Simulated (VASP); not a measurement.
Set up this calculation in VASP 6.6.1, as the native input.

* Task: single point
* Functional: PBEsol
* Potentials or basis: VASP PAW PBE potentials, release 64 (Zn, P, Si)
* Cutoff: 500 eV
* k mesh: 7 × 7 × 7
* Occupations: fermi-dirac, width 0.05 eV
* Spin: no spin polarisation
* Dipole correction: no
* Further INCAR settings: ALGO = Normal; EDIFF = 1e-06; NBANDS = 36

The structure of ZnSiP2 lies in POSCAR:

```
ZnSiP2
1.0
   -2.6503919847      2.6503919847      5.1593458773
    2.6503919847     -2.6503919847      5.1593458773
    2.6503919847      2.6503919847     -5.1593458773
Zn P Si
2 4 2
Direct
    0.7500000000      0.2500000000      0.5000000000
    0.0000000000      0.0000000000      0.0000000000
    0.1423012000      0.6250000000      0.0173012000
    0.6076988000      0.1250000000      0.9826988000
    0.8750000000      0.8576988000      0.4826988000
    0.3750000000      0.3923012000      0.5173012000
    0.2500000000      0.7500000000      0.5000000000
    0.5000000000      0.5000000000      0.0000000000
```

These files were run (other wordings do the same):

INCAR

```
  PREC = Accurate
  ENCUT = 500
  EDIFF = 1E-6
  ISMEAR = -1
  SIGMA = 0.05
  LREAL = False
  LASPH = True
  NELM = 120
  ALGO = Normal
  ISIF = 2
  LWAVE = False
  LCHARG = False
  GGA = PS
  NBANDS = 36
  GGA_COMPAT = False
```

KPOINTS

```
Automatic mesh
0
Gamma
  7 7 7
```

Potentials or basis: VASP PAW PBE potentials, release 64 (Zn, P, Si).

Command:

```bash
$ cat potpaw_PBE.64/Zn/POTCAR potpaw_PBE.64/P/POTCAR potpaw_PBE.64/Si/POTCAR > POTCAR
$ mpirun -np 1 vasp_std > vasp.out
```

Results of the run:

```json
{
 "Pressure": "3.5 GPa",
 "Largest force": "0.249 eV/Å",
 "Band gap on the k mesh": "1.11 eV"
}
```

Caveat: the cell stands under pressure; the PAW data sets were made with another functional, which shifts forces and pressure a little.

Run time: 3.8 min on 1 thread of Intel(R) Xeon(R) Platinum 8259CL CPU @ 2.50GHz (Skylake/Cascade Lake) (shared host), peak memory 0.41 GiB.
